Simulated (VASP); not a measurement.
# RbCl (rocksalt type) (Fm-3m) in VASP: further runs

RbCl (rocksalt type) is run at these levels: PBE; tasks: single point.

Everything below comes from runs of VASP 6.6.1. Logs are shortened: lines on timing, memory, paths and dates and some standing lists are left out, and cuts for length are marked.

**1. The cell of the first run**

Symmetry: Fm-3m, No. 225, cubic system. Conventional cell: a = 6.467 Å, b = 6.467 Å, c = 6.467 Å, α = 90.00°, β = 90.00°, γ = 90.00°. Rb (site symmetry m-3m) has 6 Cl at 3.23 Å within 4.3 Å. Cl (site symmetry m-3m) has 6 Rb at 3.23 Å within 4.3 Å.

**2. Single point, PBE (33.80 Å³/atom)**

Contents of POSCAR:

```
RbCl
1.0
    0.0000000000      3.2333884348      3.2333884348
    3.2333884348      0.0000000000      3.2333884348
    3.2333884348      3.2333884348      0.0000000000
Rb Cl
1 1
Direct
    0.0000000000      0.0000000000      0.0000000000
    0.5000000000      0.5000000000      0.5000000000
```

Contents of INCAR.step1:

```
ALGO = Normal
EDIFF = 1E-6
ENCUT = 400
GGA = PE
GGA_COMPAT = False
ISIF = 2
ISMEAR = -1
LASPH = True
LCHARG = True
LORBIT = 11
LREAL = False
LWAVE = False
NBANDS = 15
NEDOS = 2001
NELM = 120
PREC = Accurate
SIGMA = 0.1
```

Contents of KPOINTS.step1:

```
k-points
0
Gamma
  13 13 13
```

Contents of INCAR.step2:

```
ALGO = Normal
EDIFF = 1E-6
ENCUT = 400
GGA = PE
GGA_COMPAT = False
ICHARG = 11
ISIF = 2
ISMEAR = -5
LASPH = True
LCHARG = False
LORBIT = 11
LREAL = False
LWAVE = False
NBANDS = 15
NEDOS = 2001
NELM = 120
PREC = Accurate
SIGMA = 0.1
```

Contents of KPOINTS.step2:

```
k-points
0
Gamma
  20 20 20
```

Potentials or basis: VASP PAW PBE potentials, release 64 (Rb_sv, Cl).

The run is started by

```sh
> cat potpaw_PBE.64/Rb_sv/POTCAR potpaw_PBE.64/Cl/POTCAR > POTCAR
> cp INCAR.step1 INCAR
> cp KPOINTS.step1 KPOINTS
> mpirun -np 1 vasp_std > vasp.out
> cp INCAR.step2 INCAR
> cp KPOINTS.step2 KPOINTS
> mpirun -np 1 vasp_std > vasp.out
```

OUTCAR:

```text
EDIFF = 1E-6
   ENCUT = 400
   GGA = PE
   ICHARG = 11
   ISIF = 2
   ISMEAR = -5
   LASPH = True
   LORBIT = 11
   LREAL = False
   NELM = 120
   PREC = Accurate

 ion  position               nearest neighbor table
   1  0.000  0.000  0.000-   2 3.23   2 3.23   2 3.23   2 3.23   2 3.23   2 3.23
   2  0.500  0.500  0.500-   1 3.23   1 3.23   1 3.23   1 3.23   1 3.23   1 3.23

  LATTYP: Found a face centered cubic cell.
 ALAT       =     6.4667768696

  Lattice vectors:

 A1 = (   0.0000000000,   3.2333884348,   3.2333884348)
 A2 = (   3.2333884348,   0.0000000000,   3.2333884348)
 A3 = (   3.2333884348,   3.2333884348,   0.0000000000)

Analysis of symmetry for initial positions (statically):
=====================================================================
 Subroutine PRICEL returns:
 Original cell was already a primitive cell.

 Routine SETGRP: Setting up the symmetry group for a
 face centered cubic supercell.

 Subroutine GETGRP returns: Found 48 space group operations
 (whereof 48 operations were pure point group operations)
 out of a pool of 48 trial point group operations.

The static configuration has the point symmetry O_h .

Analysis of symmetry for dynamics (positions and initial velocities):
=====================================================================
 Subroutine PRICEL returns:
 Original cell was already a primitive cell.

 Routine SETGRP: Setting up the symmetry group for a
 face centered cubic supercell.

 Subroutine GETGRP returns: Found 48 space group operations
 (whereof 48 operations were pure point group operations)
 out of a pool of 48 trial point group operations.

The dynamic configuration has the point symmetry O_h .

 Subroutine INISYM returns: Found 48 space group operations
 (whereof 48 operations are pure point group operations),
 and found     1 'primitive' translations

----------------------------------------------------------------------------------------

                                     Primitive cell

  volume of cell :      67.6089

  direct lattice vectors                    reciprocal lattice vectors
     0.000000000  3.233388435  3.233388435    -0.154636540  0.154636540  0.154636540
     3.233388435  0.000000000  3.233388435     0.154636540 -0.154636540  0.154636540
     3.233388435  3.233388435  0.000000000     0.154636540  0.154636540 -0.154636540

  length of vectors
     4.572701777  4.572701777  4.572701777     0.267838344  0.267838344  0.267838344

  position of ions in fractional coordinates (direct lattice)
     0.000000000  0.000000000  0.000000000
     0.500000000  0.500000000  0.500000000

  ion indices of the primitive-cell ions
   primitive index   ion index
                 1           1
                 2           2

----------------------------------------------------------------------------------------

 KPOINTS: k-points

Automatic generation of k-mesh.
 Grid dimensions read from file:
 generate k-points for:   20   20   20

 Generating k-lattice:

  Cartesian coordinates                     Fractional coordinates (reciprocal lattice)
    -0.007731827  0.007731827  0.007731827     0.050000000  0.000000000  0.000000000
     0.007731827 -0.007731827  0.007731827     0.000000000  0.050000000  0.000000000
     0.007731827  0.007731827 -0.007731827     0.000000000  0.000000000  0.050000000

  Length of vectors
     0.013391917  0.013391917  0.013391917

  Shift w.r.t. Gamma in fractional coordinates (k-lattice)
     0.000000000  0.000000000  0.000000000

 TETIRR: Found   1093 inequivalent tetrahedra from    48000

 Subroutine IBZKPT returns following result:
 ===========================================

 Found    256 irreducible k-points:

 Following reciprocal coordinates:
            Coordinates               Weight
  0.000000  0.000000  0.000000      1.000000
  0.050000  0.000000  0.000000      8.000000
  0.100000  0.000000  0.000000      8.000000
  0.150000  0.000000  0.000000      8.000000
  0.200000  0.000000  0.000000      8.000000
  0.250000  0.000000  0.000000      8.000000
[... 16 lines left out ...]
 -0.400000  0.050000  0.000000     24.000000
 -0.350000  0.050000  0.000000     24.000000
 [... further k-points ...]
   k-points           NKPTS =    256   k-points in BZ     NKDIM =    256   number of bands    NBANDS=     15
   number of dos      NEDOS =   2001   number of ions     NIONS =      2
   total plane-waves  NPLWV =  27000
   dimension x,y,z NGX =    30 NGY =   30 NGZ =   30
   dimension x,y,z NGXF=    60 NGYF=   60 NGZF=   60
   ions per type =               1   1
   NGX,Y,Z   is equivalent  to a cutoff of  10.91, 10.91, 10.91 a.u.
   NGXF,Y,Z  is equivalent  to a cutoff of  21.81, 21.81, 21.81 a.u.
 SYSTEM =  unknown system
   PREC   = accura    normal or accurate (medium, high low for compatibility)
   ISTART =      0    job   : 0-new  1-cont  2-samecut
   ICHARG =     11    charge: 1-file 2-atom 10-const
   ISPIN  =      1    spin polarized calculation?
   LNONCOLLINEAR =      F non collinear calculations
   LSORBIT =      F    spin-orbit coupling
   LASPH  =      T    aspherical Exc in radial PAW
   ENCUT  =  400.0 eV  29.40 Ry    5.42 a.u.   7.46  7.46  7.46*2*pi/ulx,y,z
   NELM   =    120;   NELMIN=  2; NELMDL=  0     # of ELM steps
   EDIFF  = 0.1E-05   stopping-criterion for ELM
   LREAL  =      F    real-space projection
   EDIFFG = 0.1E-04   stopping-criterion for IOM
   NSW    =      0    number of steps for IOM
   IBRION =     -1    ionic relax: 0-MD 1-quasi-New 2-CG
   NFREE  =      0    steps in history (QN), initial steepest desc. (CG)
   ISIF   =      2    stress and relaxation
   ISYM   =      2    0-nonsym 1-usesym 2-fastsym
   POTIM  = 0.5000    time-step for ionic-motion
   TEBEG  =    0.0;   TEEND  =   0.0 temperature during run
   PSTRESS=    0.0 pullay stress
   NELECT =      16.0000    total number of electrons
   NUPDOWN=      -1.0000    fix difference up-down
   EMIN   =  10.00;   EMAX   =-10.00  energy-range for DOS
   EFERMI =   0.00;   METHOD = LEGACY
   ISMEAR =    -5;   SIGMA  =   0.10  broadening in eV -4-tet -1-fermi 0-gaus
   EFERMI_NEDOS =   21; number of points for ismear=-14 and -15
   IALGO  =     38    algorithm
   IMIX   =      4    mixing-type and parameters
     AMIX     =   0.40;   BMIX     =  1.00
     AMIX_MAG =   1.60;   BMIX_MAG =  1.00
  volume/ion in A,a.u.               =      33.80       228.12
  Fermi-wavevector in a.u.,A,eV,Ry     =   1.012621  1.913576 13.951433  1.025401
  Thomas-Fermi vector in A             =   2.145741
   LORBIT       =     11    0 simple, 1 ext, 2 COOP (PROOUT), +10 PAW based schemes
   GGA     = PE    functional components
   LHFCALC =     F    Hartree Fock is set to
   AEXX    =    0.0000 exact exchange contribution
   IVDW    =     0    specifies the selected vdW correction
   LEPSILON=     F    determine dielectric tensor
   LRPA    =     F    only Hartree local field effects (RPA)
 non-spin polarized calculation
 Fermi weights with tetrahedron method with Bloechl corrections
  energy-cutoff  :      400.00
  volume of cell :       67.61
 maximum number of plane-waves:      1247
 NGX is ok and might be reduce to    30

 number of electron      15.9999998 magnetization

 Free energy of the ion-electron system (eV)
  ---------------------------------------------------
  ext. energy  EPLUGINS =         0.00000000
  ---------------------------------------------------
  free energy    TOTEN  =        -6.63262021 eV

  energy without entropy =       -6.63262021  energy(sigma->0) =       -6.63262021

 E-fermi :  -1.6599     XC(G=0):  -7.5667

 val. band max:       -1.6711468383   @ k =   0.0000   0.0000   0.0000
 cond. band min:       3.4992422327   @ k =   0.0000   0.0000   0.0000
 fundamental gap:      5.1703890711
 Fermi energy:        -1.6599152085

 k-point     1 :       0.0000    0.0000    0.0000
  band No.  band energies     occupation
      1     -25.4732      2.00000
      2     -13.7211      2.00000
      3      -9.5216      2.00000
      4      -9.5216      2.00000
      5      -9.5216      2.00000
      6      -1.6711      2.00000
      7      -1.6711      2.00000
      8      -1.6711      2.00000
      9       3.4992      0.00000
     10       6.3518      0.00000
     11       6.3518      0.00000
     12       6.3518      0.00000
     13       7.3699      0.00000
     14       7.3699      0.00000
     15      10.6007      0.00000

 k-point     2 :       0.0500    0.0000    0.0000
  band No.  band energies     occupation
      1     -25.4727      2.00000
      2     -13.7232      2.00000
      3      -9.5219      2.00000
      4      -9.5219      2.00000
      5      -9.5205      2.00000
      6      -1.7007      2.00000
      7      -1.6814      2.00000
      8      -1.6814      2.00000
      9       3.5634      0.00000
     10       6.3287      0.00000
     11       6.3850      0.00000
     12       6.3850      0.00000
     13       7.4113      0.00000
     14       7.4113      0.00000
     15      10.7118      0.00000

 k-point     3 :       0.1000    0.0000    0.0000
  band No.  band energies     occupation
      1     -25.4712      2.00000
      2     -13.7291      2.00000
      3      -9.5228      2.00000
      4      -9.5228      2.00000
      5      -9.5175      2.00000
      6      -1.7838      2.00000
      7      -1.7111      2.00000
      8      -1.7111      2.00000
      9       3.7491      0.00000
     10       6.2717      0.00000
     11       6.4841      0.00000
     12       6.4841      0.00000
     13       7.5339      0.00000
     14       7.5339      0.00000
     15      11.0304      0.00000

 k-point     4 :       0.1500    0.0000    0.0000
  band No.  band energies     occupation
      1     -25.4689      2.00000
      2     -13.7382      2.00000
      3      -9.5243      2.00000
      4      -9.5243      2.00000
      5      -9.5128      2.00000
      6      -1.9058      2.00000
      7      -1.7564      2.00000
      8      -1.7564      2.00000
      9       4.0381      0.00000
     10       6.2075      0.00000
     11       6.6474      0.00000
     12       6.6474      0.00000
     13       7.7324      0.00000
     14       7.7324      0.00000
     15      11.5182      0.00000
[... 307 lines left out ...]
 k-point    22 :      -0.4500    0.0500    0.0000
  band No.  band energies     occupation
      1     -25.4523      2.00000
      2     -13.7994      2.00000
      3      -9.5437      2.00000
      4      -9.5346      2.00000
      5      -9.4852      2.00000
      6      -2.5909      2.00000
      7      -2.0568      2.00000
      8      -2.0443      2.00000
      9       6.2260      0.00000
     10       6.4705      0.00000
     11       8.5520      0.00000
     12       8.6443      0.00000
     13       9.6353      0.00000
     14       9.9291      0.00000
     15      10.6966      0.00000

 k-point    23 :      -0.4000    0.0500    0.0000
  band No.  band energies     occupation
      1     -25.4534      2.00000
      2     -13.7952      2.00000
      3      -9.5460      2.00000
      4      -9.5315      2.00000
      5      -9.4858      2.00000
      6      -2.5510      2.00000
      7      -2.0447      2.00000
      8      -2.0159      2.00000
      9       6.0710      0.00000
     10       6.3828      0.00000
     11       8.2358      0.00000
     12       8.4687      0.00000
     13       9.3458      0.00000
     14       9.7018      0.00000
     15      10.8411      0.00000

 k-point    24 :      -0.3500    0.0500    0.0000
  band No.  band energies     occupation
      1     -25.4555      2.00000
      2     -13.7877      2.00000
      3      -9.5473      2.00000
      4      -9.5282      2.00000
      5      -9.4876      2.00000
      6      -2.4785      2.00000
      7      -2.0161      2.00000
      8      -1.9725      2.00000
      9       5.7873      0.00000
     10       6.2691      0.00000
     11       7.8642      0.00000
     12       8.1545      0.00000
     13       9.0078      0.00000
     14       9.3623      0.00000
     15      11.1308      0.00000

 [... further k-points ...]
[... 5 lines left out ...]
  --------------------------------------------------------------------------------------
  -------------------------------------------------------------------------------------
  Total        0.8295605      0.8295605      0.8295605     -0.0000000      0.0000000      0.0000000
  in kB       19.6587097     19.6587097     19.6587097     -0.0000000      0.0000000      0.0000000
  external PRESSURE =      19.6587097 kB  Pullay stress =       0.0000000 kB

 VOLUME and BASIS-vectors are now :
 -----------------------------------------------------------------------------
  energy-cutoff  :      400.00
  volume of cell :       67.61
      direct lattice vectors                 reciprocal lattice vectors
     0.000000000  3.233388435  3.233388435    -0.154636540  0.154636540  0.154636540
     3.233388435  0.000000000  3.233388435     0.154636540 -0.154636540  0.154636540
     3.233388435  3.233388435  0.000000000     0.154636540  0.154636540 -0.154636540

 POSITION                                       TOTAL-FORCE (eV/Angst)
 -----------------------------------------------------------------------------------
      0.00000      0.00000      0.00000         0.000000      0.000000      0.000000
      3.23339      3.23339      3.23339        -0.000000     -0.000000      0.000000
 -----------------------------------------------------------------------------------
    total drift:                                0.000000      0.000000      0.000000

  FREE ENERGIE OF THE ION-ELECTRON SYSTEM (eV)
  ---------------------------------------------------
  free  energy   TOTEN  =        -6.6326202124 eV

  energy  without entropy=       -6.6326202124  energy(sigma->0) =       -6.63262021

 total charge

# of ion       s       p       d       tot
------------------------------------------
    1        1.941   5.358   0.026   7.325
    2        1.590   3.571   0.000   5.161
--------------------------------------------------
tot          3.531   8.930   0.026  12.486
```

It took 57 s on 1 thread of AMD EPYC 9R45 (Zen 5), shared host; peak memory 0.25 GiB.

What came out:

```
Valence electrons inside the program's atomic spheres : Rb 7.33; Cl 5.16
```

Levels at points of the mesh, in eV from the valence-band top:
| k point | band 4 | band 5 | band 6 | band 7 | band 8 | band 9 | band 10 | band 11 | band 12 | band 13 |
| --- | --- | --- | --- | --- | --- | --- | --- | --- | --- | --- |
| (0.00, 0.00, 0.00) | -7.85 | -7.85 | 0.00 | 0.00 | 0.00 | 5.17 | 8.02 | 8.02 | 8.02 | 9.04 |
| (0.50, 0.00, 0.00) | -7.86 | -7.81 | -0.94 | -0.39 | -0.39 | 7.93 | 8.17 | 10.34 | 10.34 | 11.56 |
| (0.50, 0.50, 0.00) | -7.97 | -7.97 | -0.31 | -0.10 | -0.10 | 6.16 | 8.31 | 10.01 | 10.19 | 10.64 |

**3. Single point, PBE (37.56 Å³/atom)**

This run uses another cell than the first one, of 37.56 Å³/atom.

Contents of POSCAR:

```
RbCl
1.0
    0.0000000000      3.3489632163      3.3489632163
    3.3489632163      0.0000000000      3.3489632163
    3.3489632163      3.3489632163      0.0000000000
Rb Cl
1 1
Direct
    0.0000000000      0.0000000000      0.0000000000
    0.5000000000      0.5000000000      0.5000000000
```

Contents of INCAR.step1:

```
SYSTEM = RbCl
ALGO = Normal ; EDIFF = 1E-6
ENCUT = 400 ; GGA = PE
GGA_COMPAT = .FALSE. ; ISIF = 2
ISMEAR = -1 ; LASPH = .TRUE.
LCHARG = .TRUE. ; LORBIT = 11
LREAL = .FALSE. ; LWAVE = .FALSE.
NBANDS = 15 ; NEDOS = 2001
NELM = 120 ; PREC = Accurate
SIGMA = 0.1
```

Contents of KPOINTS.step1:

```
k-points
0
G
  13 13 13
  0 0 0
```

Contents of INCAR.step2:

```
SYSTEM = RbCl
ALGO = Normal ; EDIFF = 1E-6
ENCUT = 400 ; GGA = PE
GGA_COMPAT = .FALSE. ; ICHARG = 11
ISIF = 2 ; ISMEAR = -5
LASPH = .TRUE. ; LCHARG = .FALSE.
LORBIT = 11 ; LREAL = .FALSE.
LWAVE = .FALSE. ; NBANDS = 15
NEDOS = 2001 ; NELM = 120
PREC = Accurate ; SIGMA = 0.1
```

Contents of KPOINTS.step2:

```
k-points
0
G
  20 20 20
  0 0 0
```

Potentials or basis: VASP PAW PBE potentials, release 64 (Rb_sv, Cl).

The run is started by

```sh
> cat potpaw_PBE.64/Rb_sv/POTCAR potpaw_PBE.64/Cl/POTCAR > POTCAR
> cp INCAR.step1 INCAR
> cp KPOINTS.step1 KPOINTS
> mpirun -np 1 vasp_std > vasp.out
> cp INCAR.step2 INCAR
> cp KPOINTS.step2 KPOINTS
> mpirun -np 1 vasp_std > vasp.out
```

Run time: 58 s. Hardware: 1 thread of AMD EPYC 9R45 (Zen 5), shared host; peak memory 0.27 GiB.

The run converged. Its results:

```yaml
Valence_electrons_inside_the_program's_atomic_spheres: Rb 7.32; Cl 5.14
```

Levels at points of the mesh, in eV from the valence-band top:
```
           k point  band 6  band 7  band 8  band 9  band 10  band 11
(0.00, 0.00, 0.00)    0.00    0.00    0.00    4.83     7.95     7.95
(0.50, 0.00, 0.00)   -0.79   -0.30   -0.30    7.57     7.78     9.96
(0.50, 0.50, 0.00)   -0.32   -0.10   -0.10    6.24     7.83     9.42
```
